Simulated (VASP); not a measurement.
CsTlH4:

```
Cs Tl H
1.0
     0.00000    3.83866    3.83866
     3.83866    0.00000    3.83866
     3.83866    3.83866    0.00000
Cs Tl H
1 1 4
Direct
  0.75000 0.75000 0.75000
  0.00000 0.00000 0.00000
  0.87509 0.37497 0.37497
  0.37497 0.37497 0.37497
  0.37497 0.87509 0.37497
  0.37497 0.37497 0.87509
```

| Item | Value |
| --- | --- |
| Program | VASP 6.6.1 |
| Task | relaxation of cell and atoms |
| Functional | PBE |
| Potentials or basis | VASP PAW PBE potentials, release 64 (Cs_sv, Tl_d, H) |
| Cutoff | 600 eV |
| k mesh | 8 × 8 × 8 |
| Occupations | gaussian, width 0.1 eV |
| Spin | no spin polarisation |

At the start: pressure -0.5 GPa; volume 18.85 Å³/atom.

How do energy, volume and symmetry change on relaxing?

Over 23 steps the energy falls by 10.0 meV/atom; space group F-43m (No. 216, to 0.05 Å).

Step by step:
```tsv
step	energy change (eV)	largest force (eV/Å)	pressure (GPa)	volume (Å³)
1	0.0000	0.0287	-0.47	113.13
2	-0.0025	0.0284	-0.35	112.23
3	-0.0051	0.0277	-0.07	110.42
4	-0.0053	0.0275	0.04	109.82
5	-0.0053	0.0275	0.02	109.88
6	-0.0055	0.0276	0.02	109.89
7	-0.0062	0.0277	0.02	109.90
8	-0.0076	0.0278	0.02	109.92
9	-0.0105	0.0279	0.03	109.97
10	-0.0161	0.0279	0.03	110.05
11	-0.0273	0.0269	0.04	110.23
12	-0.0486	0.0244	0.13	110.58
13	0.1448	0.6298	1.95	111.29
14	-0.0502	0.0235	0.14	110.61
15	-0.0519	0.0487	0.57	110.95
16	-0.0557	0.0159	0.22	110.73
17	-0.0578	0.0039	0.34	110.84
18	-0.0588	0.0069	0.27	111.50
19	-0.0594	0.0107	0.18	112.28
20	-0.0595	0.0126	0.13	112.62
21	-0.0595	0.0123	0.13	112.56
22	-0.0598	0.0090	0.11	112.71
23	-0.0601	0.0003	-0.01	113.14
```

Final structure:
```yaml
crystal:
  lattice:
    - [0.00000, 3.83876, 3.83876]
    - [3.83876, 0.00000, 3.83876]
    - [3.83876, 3.83876, 0.00000]
  atoms:
    - { symbol: Cs, position: [0.75000, 0.75000, 0.75000] }
    - { symbol: Tl, position: [0.00000, 0.00000, 0.00000] }
    - { symbol: H, position: [0.00432, 0.33189, 0.33189] }
    - { symbol: H, position: [0.33189, 0.33189, 0.33189] }
    - { symbol: H, position: [0.33189, 0.00432, 0.33189] }
    - { symbol: H, position: [0.33189, 0.33189, 0.00432] }
```
